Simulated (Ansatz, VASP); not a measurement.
# Two plane-wave programs on LiTlS2

```
Li S Tl
1.0
     4.06677    0.00000    0.00000
     0.00000    4.06677    0.00000
     0.00000    0.00000    5.71878
Li S Tl
1 2 1
Direct
  0.00000 0.00000 0.00000
  0.00000 0.50000 0.23090
  0.50000 0.00000 0.76910
  0.50000 0.50000 0.50000
```

Alike in both runs: task single point; functional HSE06; k mesh 4 × 4 × 2; no spin polarisation.

```csv
,VASP,Ansatz
version,VASP 6.6.1,Ansatz 0.2.0
potentials or method,"VASP PAW PBE potentials, release 64 (Li_sv, S, Tl_d)",plane waves
plane-wave cutoff (eV),520,420
occupations,"gaussian, width 0.01 eV",fixed
valence electrons in the cell,28,28
```

Ansatz gave:

```
gap on the k mesh at the Fermi level (eV) : 1.79
rms of the force components (eV/Å)        : 0.066
```

Problem. What did VASP give for the same quantities?

Solution. gap on the k mesh at the Fermi level (eV): 1.80; rms of the force components (eV/Å): 0.069.

Ansatz's warnings: stress exchange threshold loose, stress scf threshold loose.

The k mesh is coarse, so the values compare programs but aren't converged. Neither program's run includes spin-orbit coupling. Noted on VASP's run: the cutoff is short for stress, so the pressure is rough.
